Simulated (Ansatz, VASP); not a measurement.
## Al2Ru: VASP beside Ansatz

INCAR

```
SYSTEM = Al2Ru
PREC = Accurate
ENCUT = 520
EDIFF = 1E-7
ISMEAR = 0
SIGMA = 0.1
LREAL = .False.
LASPH = .True.
NELM = 80
ALGO = Fast
ISIF = 2
LWAVE = .False.
LCHARG = .False.
GGA = PS
NBANDS = 29
```

The input KPOINTS:

```
Automatic mesh
0
Gamma
  12 12 4
  0 0 0
```

File POSCAR:

```
Al2Ru
1.0
    3.1213577632      0.0000000000      0.0000000000
    0.0000000000      3.1213577632      0.0000000000
    0.0000000000      0.0000000000      8.4231041513
Al Ru
4 2
Direct
    0.5000000000      0.5000000000      0.1590760825
    0.0000000000      0.0000000000      0.3409239175
    0.0000000000      0.0000000000      0.6590760825
    0.5000000000      0.5000000000      0.8409239175
    0.0000000000      0.0000000000      0.0000000000
    0.5000000000      0.5000000000      0.5000000000
```

Input for Ansatz:

```yaml
crystal:
  lattice:
    - [3.121357763, 0.0, 0.0]
    - [0.0, 3.121357763, 0.0]
    - [0.0, 0.0, 8.4231041537]
  atoms:
    - { symbol: Al, position: [0.5, 0.5, 0.1590760825] }
    - { symbol: Al, position: [0.0, 0.0, 0.3409239175] }
    - { symbol: Al, position: [0.0, 0.0, 0.6590760825] }
    - { symbol: Al, position: [0.5, 0.5, 0.8409239175] }
    - { symbol: Ru, position: [0.0, 0.0, 0.0] }
    - { symbol: Ru, position: [0.5, 0.5, 0.5] }
basis:
  ecutwfc: 420
kpoints:
  mp_grid: { grid: [12, 12, 4] }
hamiltonian:
  xc: pbesol
scf:
  occupations: { method: gaussian, width: 0.1 }
output:
  forces: true
  stress: true
  eigenvalues: true
```

Alike in both runs: task single point; functional PBEsol; k mesh 12 × 12 × 4; occupations gaussian, width 0.1 eV; no spin polarisation.

```csv
,VASP,Ansatz
version,VASP 6.6.1,Ansatz 0.2.0
potentials or method,"VASP PAW PBE potentials, release 64 (Al, Ru_pv), cutoff 520 eV","scalar-relativistic, plane waves, PAW"
valence electrons in the cell,40,44
```

|  | VASP | Ansatz | Ansatz less VASP |
| --- | --- | --- | --- |
| gap on the k mesh at the Fermi level (eV) | none | none | - |
| pressure (GPa) | 0.1 | 0.0 | -0.06 |

VASP's potentials were made for PBE, not for PBEsol. A gap of «none» marks a metal or a gap that the smearing closes. The functional is the same, so the differences come from potentials, cutoffs and numerics. VASP's potentials hold 40 valence electrons a cell and Ansatz's 44, so a difference there can come from the potentials and not from the codes.
